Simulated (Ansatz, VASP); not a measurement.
Two plane-wave programs on NaCl

```
Na Cl
1.0
     0.00000    2.75898    2.75898
     2.75898    0.00000    2.75898
     2.75898    2.75898    0.00000
Na Cl
1 1
Direct
  0.00000 0.00000 0.00000
  0.50000 0.50000 0.50000
```

Alike in both runs: task single point; functional PBE; k mesh 8 × 8 × 8; occupations gaussian, width 0.02 eV; no spin polarisation.

|  | VASP | Ansatz |
| --- | --- | --- |
| version | VASP 6.6.1 | Ansatz 0.2.0 |
| potentials or method | VASP PAW PBE potentials, release 64 (Na_pv, Cl), cutoff 520 eV | scalar-relativistic, plane waves, PAW |
| valence electrons in the cell | 14 | 16 |

|  | VASP | Ansatz | Ansatz less VASP |
| --- | --- | --- | --- |
| gap on the k mesh at the Fermi level (eV) | 5.37 | 5.37 | 0.000 |
| least direct gap on the mesh (eV) | 5.37 | 5.37 | 0.000 |
| pressure (GPa) | 2.8 | 2.8 | +0.02 |

VASP's potentials hold 14 valence electrons a cell and Ansatz's 16, so a difference there can come from the potentials and not from the codes.
